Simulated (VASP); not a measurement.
**Al: single point with r2SCAN**

Crystal: Al.

```
Al
1.0
     0.00000    2.03153    2.03153
     2.03153    0.00000    2.03153
     2.03153    2.03153    0.00000
Al
1
Direct
  0.00000 0.00000 0.00000
```

```json
{
  "Program": "VASP 6.6.1",
  "Task": "single point",
  "Functional": "r2SCAN",
  "Potentials or basis": "VASP PAW PBE potentials, release 64 (Al)",
  "Cutoff": "520 eV",
  "k mesh": "12 × 12 × 12",
  "Occupations": "fermi-dirac, width 0.05 eV",
  "Spin": "no spin polarisation"
}
```

```yaml
Pressure: -4.3 GPa
```

Levels at points of the mesh, in eV from the Fermi level:
```
           k point  band 1  band 2  band 3  band 4  band 5  band 6
(0.00, 0.00, 0.00)  -11.60   13.36   13.36   13.36   15.12   15.12
(0.50, 0.00, 0.00)   -4.81   -4.39   12.13   12.13   12.26   12.26
(0.50, 0.50, 0.00)   -3.00   -1.52    5.59    6.05    6.05    9.87
```

It took 18 s on 1 thread of Intel Xeon 6975P-C, on a shared host, peak memory 0.14 GiB.

Caveat: the PAW data sets were made with another functional, which shifts forces and pressure a little.
